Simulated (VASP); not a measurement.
# H in VASP: a series of runs

The runs below take H through single point, with PBE.

Everything below comes from runs of VASP 6.6.1. Logs are shortened: lines on timing, memory, paths and dates and some standing lists are left out, and cuts for length are marked.

## (1) The cell of the first run

The typed cell holds 4 atoms: a = 3.954 Å, b = 3.951 Å, c = 5.194 Å, α = 90.69°, β = 89.58°, γ = 119.58°.

## (2) Single point, PBE (atoms moved at random and the cell strained at random)

INCAR

```
SYSTEM = H
PREC = Accurate
ENCUT = 520
EDIFF = 1E-7
ISMEAR = 0
SIGMA = 0.02
LREAL = .FALSE.
LASPH = .TRUE.
NELM = 60
ALGO = Normal
ISIF = 2
LWAVE = .FALSE.
LCHARG = .FALSE.
GGA = PE
NBANDS = 10
```

KPOINTS

```
Automatic mesh
0
G
  9 9 6
  0 0 0
```

POSCAR

```
H
1.0
    3.9537598818      0.0150917126      0.0146692982
   -1.9638101344      3.4286492661     -0.0239629016
    0.0192782471     -0.0252333078      5.1941250005
H
4
Direct
    0.3584709222      0.6745839181      0.1544278259
    0.6408328753      0.3253830057      0.6829139843
    0.6757702051      0.3302963302      0.8213739989
    0.3249259974      0.6697367461      0.3412841909
```

Potentials or basis: VASP PAW PBE potentials, release 64 (H).

Command:

```sh
$ cat potpaw_PBE.64/H/POTCAR > POTCAR
$ mpirun -np 1 vasp_std > vasp.out
```

OUTCAR:

```text
SYSTEM = H
   PREC = Accurate
   ENCUT = 520
   EDIFF = 1E-7
   ISMEAR = 0
   LREAL = .FALSE.
   LASPH = .TRUE.
   NELM = 60
   ISIF = 2
   GGA = PE

 ion  position               nearest neighbor table
   1  0.358  0.675  0.154-
   2  0.641  0.325  0.683-   3 0.73
   3  0.676  0.330  0.821-   2 0.73
   4  0.325  0.670  0.341-

  LATTYP: Found a triclinic cell.
 ALAT       =     3.9512985530
 B/A-ratio  =     1.0065939397
 C/A-ratio  =     1.3145607699
 COS(alpha) =     0.0046858596
 COS(beta)  =     0.0121244509
 COS(gamma) =     0.5026638487

  Lattice vectors:

 A1 = (  -1.9638101344,   3.4286492661,  -0.0239629016)
 A2 = (   1.9899497474,   3.4437409787,  -0.0092936034)
 A3 = (  -0.0192782471,   0.0252333078,  -5.1941250005)

Analysis of symmetry for initial positions (statically):
=====================================================================
 Subroutine PRICEL returns:
 Original cell was already a primitive cell.

 Routine SETGRP: Setting up the symmetry group for a
 triclinic supercell.

 Subroutine GETGRP returns: Found  1 space group operations
 (whereof  1 operations were pure point group operations)
 out of a pool of  2 trial point group operations.

The static configuration has the point symmetry C_1 .

Analysis of symmetry for dynamics (positions and initial velocities):
=====================================================================
 Subroutine PRICEL returns:
 Original cell was already a primitive cell.

 Routine SETGRP: Setting up the symmetry group for a
 triclinic supercell.

 Subroutine GETGRP returns: Found  1 space group operations
 (whereof  1 operations were pure point group operations)
 out of a pool of  2 trial point group operations.

The dynamic configuration has the point symmetry C_1 .

 Subroutine INISYM returns: Found  1 space group operations
 (whereof  1 operations are pure point group operations),
 and found     1 'primitive' translations

----------------------------------------------------------------------------------------

                                     Primitive cell

  volume of cell :      70.5631

  direct lattice vectors                    reciprocal lattice vectors
     3.953759882  0.015091713  0.014669298     0.252372926  0.144548729 -0.000234470
    -1.963810134  3.428649266 -0.023962902    -0.001116141  0.291030669  0.001417984
[... 96 lines left out ...]
   ISYM   =      2    0-nonsym 1-usesym 2-fastsym
   POTIM  = 0.5000    time-step for ionic-motion
   TEBEG  =    0.0;   TEEND  =   0.0 temperature during run
   PSTRESS=    0.0 pullay stress
   NELECT =       4.0000    total number of electrons
   NUPDOWN=      -1.0000    fix difference up-down
   EMIN   =  10.00;   EMAX   =-10.00  energy-range for DOS
   EFERMI =   0.00;   METHOD = LEGACY
   ISMEAR =     0;   SIGMA  =   0.02  broadening in eV -4-tet -1-fermi 0-gaus
   EFERMI_NEDOS =   21; number of points for ismear=-14 and -15
   IALGO  =     38    algorithm
   IMIX   =      4    mixing-type and parameters
     AMIX     =   0.40;   BMIX     =  1.00
     AMIX_MAG =   1.60;   BMIX_MAG =  1.00
  volume/ion in A,a.u.               =      17.64       119.05
  Fermi-wavevector in a.u.,A,eV,Ry     =   0.628882  1.188414  5.380995  0.395492
  Thomas-Fermi vector in A             =   1.690979
   LORBIT       =      0    0 simple, 1 ext, 2 COOP (PROOUT), +10 PAW based schemes
   GGA     = PE    functional components
   LHFCALC =     F    Hartree Fock is set to
   AEXX    =    0.0000 exact exchange contribution
   IVDW    =     0    specifies the selected vdW correction
   LEPSILON=     F    determine dielectric tensor
   LRPA    =     F    only Hartree local field effects (RPA)
 non-spin polarized calculation
 Gauss-broadening in eV      SIGMA  =   0.02
  energy-cutoff  :      520.00
  volume of cell :       70.56
 maximum number of plane-waves:      1930
 NGX is ok and might be reduce to    30
   NGX = 15   NGY = 15   NGZ = 19

 number of electron       4.0000000 magnetization

 Free energy of the ion-electron system (eV)
  ---------------------------------------------------
  ext. energy  EPLUGINS =         0.00000000
  ---------------------------------------------------
  free energy    TOTEN  =       -12.99730126 eV

  energy without entropy =      -12.99730126  energy(sigma->0) =      -12.99730126

 E-fermi :  -8.1647     XC(G=0):  -4.4834

 val. band max:       -8.3124516684   @ k =   0.3333   0.3333   0.5000
 cond. band min:      -0.3698416108   @ k =   0.0000   0.0000   0.0000
 fundamental gap:      7.9426100577
 Fermi energy:        -8.1646535530

 k-point     1 :       0.0000    0.0000    0.0000
  band No.  band energies     occupation
      1     -10.0612      2.00000
      2      -8.3250      2.00000
      3      -0.3698      0.00000
      4       2.9556      0.00000
      5       5.6008      0.00000
      6       5.8185      0.00000
      7       7.6069      0.00000
      8       7.8821      0.00000
      9       8.8392      0.00000
     10       9.1067      0.00000
[... 287 lines left out ...]
 k-point    24 :       0.0000    0.3333    0.0000
  band No.  band energies     occupation
      1      -9.6895      2.00000
      2      -8.3396      2.00000
      3       0.6272      0.00000
      4       1.6946      0.00000
      5       3.5206      0.00000
      6       4.2050      0.00000
      7       5.7429      0.00000
      8       7.0294      0.00000
      9       8.9870      0.00000
     10       9.7624      0.00000

 [... further k-points ...]

------------------------ aborting loop because EDIFF is reached ----------------------------------------

  FORCE on cell =-STRESS in cart. coord.  units (eV):
  Direction    XX          YY          ZZ          XY          YZ          ZX
  --------------------------------------------------------------------------------------
  -------------------------------------------------------------------------------------
  Total       -0.0879386     -0.0440475     -3.4651284     -0.0113391      0.0984051      0.5660276
  in kB       -1.9966960     -1.0001250    -78.6777568     -0.2574602      2.2343459     12.8519866
  external PRESSURE =     -27.2248593 kB  Pullay stress =       0.0000000 kB

 VOLUME and BASIS-vectors are now :
 -----------------------------------------------------------------------------
  energy-cutoff  :      520.00
  volume of cell :       70.56
      direct lattice vectors                 reciprocal lattice vectors
     3.953759882  0.015091713  0.014669298     0.252372926  0.144548729 -0.000234470
    -1.963810134  3.428649266 -0.023962902    -0.001116141  0.291030669  0.001417984
     0.019278247 -0.025233308  5.194125000    -0.000717903  0.000934423  0.192532413

 POSITION                                       TOTAL-FORCE (eV/Angst)
 -----------------------------------------------------------------------------------
      0.09553      2.31442      0.79121        -0.493783     -0.090991      4.031126
      1.90787      1.10806      3.54874        -0.124589     -0.012736     -0.694602
      2.03903      1.12194      4.26832         0.126209      0.013957      0.693178
     -0.02398      2.29258      1.76139         0.492163      0.089769     -4.029701
 -----------------------------------------------------------------------------------
    total drift:                                0.000025     -0.000004     -0.000009

  FREE ENERGIE OF THE ION-ELECTRON SYSTEM (eV)
  ---------------------------------------------------
  free  energy   TOTEN  =       -12.9973012615 eV

  energy  without entropy=      -12.9973012615  energy(sigma->0) =      -12.99730126
```

OSZICAR:

```text
N       E                     dE             d eps       ncg     rms          rms(c)
DAV:   1    -0.484227529254E+01   -0.48423E+01   -0.14439E+03  4880   0.271E+02
DAV:   2    -0.136184624653E+02   -0.87762E+01   -0.86866E+01  6286   0.485E+01
DAV:   3    -0.139396595323E+02   -0.32120E+00   -0.32103E+00  5832   0.921E+00
DAV:   4    -0.139407841156E+02   -0.11246E-02   -0.11246E-02  5404   0.626E-01
DAV:   5    -0.139407886880E+02   -0.45724E-05   -0.45724E-05  5442   0.415E-02    0.542E+00
DAV:   6    -0.133060691785E+02    0.63472E+00   -0.29482E-01  5326   0.184E+00    0.297E+00
DAV:   7    -0.129908011554E+02    0.31527E+00   -0.69648E-01  5352   0.292E+00    0.363E-01
DAV:   8    -0.129992773048E+02   -0.84761E-02   -0.13882E-02  5022   0.553E-01    0.232E-01
DAV:   9    -0.129972870037E+02    0.19903E-02   -0.36418E-03  5196   0.221E-01    0.296E-02
DAV:  10    -0.129972960578E+02   -0.90542E-05   -0.13438E-04  5274   0.636E-02    0.154E-02
DAV:  11    -0.129973016080E+02   -0.55502E-05   -0.87454E-06  5042   0.220E-02    0.325E-03
DAV:  12    -0.129973012317E+02    0.37628E-06   -0.76113E-07  5552   0.342E-03    0.830E-04
DAV:  13    -0.129973012615E+02   -0.29777E-07   -0.17714E-07  5036   0.310E-03
   1 F= -.12997301E+02 E0= -.12997301E+02  d E =-.949550E-28
```

stdout:

```text
POSCAR found type information on POSCAR H
 POSCAR found :  1 types and       4 ions
 scaLAPACK will be used
 LDA part: xc-table for (Slater+PW92), standard interpolation
 POSCAR, INCAR and KPOINTS ok, starting setup
 FFT: planning ... GRIDC
 FFT: planning ... GRID_SOFT
 FFT: planning ... GRID
 WAVECAR not read
 entering main loop
```

It took 2.7 min on 1 thread of Intel Xeon 8259CL, shared host; peak memory 0.26 GiB.

What came out:

- Free energy: -12.9973 eV
- Pressure: -2.7 GPa
- Largest force: 4.062 eV/Å
- Band gap on the k mesh: 7.94 eV (least direct gap 7.96 eV)

Forces in eV/Å, atoms in the order of the input:
```
H   -0.494 -0.091  4.031
H   -0.125 -0.013 -0.695
H    0.126  0.014  0.693
H    0.492  0.090 -4.030
```

Levels at points of the mesh, in eV from the valence-band top:
| k point | band 1 | band 2 | band 3 | band 4 | band 5 | band 6 | band 7 |
| --- | --- | --- | --- | --- | --- | --- | --- |
| (0.00, 0.00, 0.00) | -1.75 | -0.01 | 7.94 | 11.27 | 13.91 | 14.13 | 15.92 |
| (0.00, 0.00, 0.50) | -1.47 | -0.43 | 8.52 | 10.03 | 14.88 | 15.91 | 16.96 |

Caveat: the cell differs from its parent crystal (atoms moved at random and the cell strained at random); the stress differs along the axes, from -8 to -0 GPa; forces of over 1 eV/Å act on the atoms, so gaps and moduli don't describe the material at rest.

## (3) Single point, PBE (strained and its atoms moved)

INCAR

```
ALGO = Normal ; EDIFF = 1E-6
ENCUT = 520 ; GGA = PE
ISIF = 2 ; ISMEAR = 0
LASPH = True ; LCHARG = True
LELF = True ; LREAL = False
LVHAR = True ; LWAVE = False
NBANDS = 10 ; NELM = 100
PREC = Accurate ; SIGMA = 0.02
```

KPOINTS

```
k-points
0
Gamma
  9 9 6
```

POSCAR

```
H
1.0
    4.1526018351      0.2304078254      0.0658966381
   -1.8767618876      3.2506204452     -0.1317866519
    0.0866007122     -0.1499867813      5.2681090588
H
4
Direct
    0.3441383763      0.6607518699      0.1596650598
    0.6558616237      0.3055360556      0.6825003826
    0.6558616237      0.3503255582      0.8174996174
    0.3441383763      0.6833865164      0.3403349402
```

Potentials or basis: VASP PAW PBE potentials, release 64 (H).

Command:

```sh
$ cat potpaw_PBE.64/H/POTCAR > POTCAR
$ mpirun -np 1 vasp_std > vasp.out
```

It took 87 s on 1 thread of Intel Xeon 8259CL, shared host; peak memory 0.22 GiB.

Results (log left out):

```
Free energy            : -13.0930 eV
Pressure               : -2.2 GPa
Largest force          : 3.840 eV/Å
Band gap on the k mesh : 8.14 eV (least direct gap 8.19 eV)
```

Forces on the atoms (eV/Å):
```
H   -0.113  0.190  3.834
H    0.118 -0.198 -1.147
H   -0.112  0.201  1.147
H    0.108 -0.193 -3.834
```

Stress tensor (GPa, compression positive):
```
-0.11 -0.04  0.03
-0.04 -0.06 -0.06
 0.03 -0.06 -6.31
```

Levels at points of the mesh, in eV from the valence-band top:
| k point | band 1 | band 2 | band 3 | band 4 | band 5 | band 6 |
| --- | --- | --- | --- | --- | --- | --- |
| (0.00, 0.00, 0.00) | -1.67 | -0.04 | 8.14 | 11.07 | 13.84 | 14.38 |
| (0.00, 0.00, 0.50) | -1.41 | -0.42 | 8.67 | 10.03 | 14.68 | 15.42 |

Caveat: the cell differs from its parent crystal (strained and its atoms moved); the stress differs along the axes, from -6 to -0 GPa; forces of over 1 eV/Å act on the atoms, so gaps and moduli don't describe the material at rest. A k mesh can miss the band edges.
